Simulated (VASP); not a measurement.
Here is a VASP 6.6.1 calculation.

Contents of INCAR:

```
SYSTEM = Pd
PREC = Accurate ; ENCUT = 520
EDIFF = 1E-6 ; ISMEAR = 0
SIGMA = 0.1 ; LREAL = .False.
LASPH = .True. ; NELM = 60
ALGO = Fast ; ISIF = 2
LWAVE = .False. ; LCHARG = .False.
GGA = PE ; NBANDS = 11
```

KPOINTS

```
regular mesh
0
Gamma
  18 18 18
  0 0 0
```

POSCAR

```
Pd
1.0
    0.0000000000      1.9711248610      1.9711248610
    1.9711248610      0.0000000000      1.9711248610
    1.9711248610      1.9711248610      0.0000000000
Pd
1
Direct
    0.0000000000      0.0000000000      0.0000000000
```

Potentials or basis: VASP PAW PBE potentials, release 64 (Pd).

The run is started by

```sh
$ cat potpaw_PBE.64/Pd/POTCAR > POTCAR
$ mpirun -np 1 vasp_std > vasp.out
```

(1) Estimate the band gap on the k mesh.

(2) What does it give for the pressure?

Answers

(1) zero (bands 5 and 6 overlap by 1.48 eV).

(2) -0.2 GPa.
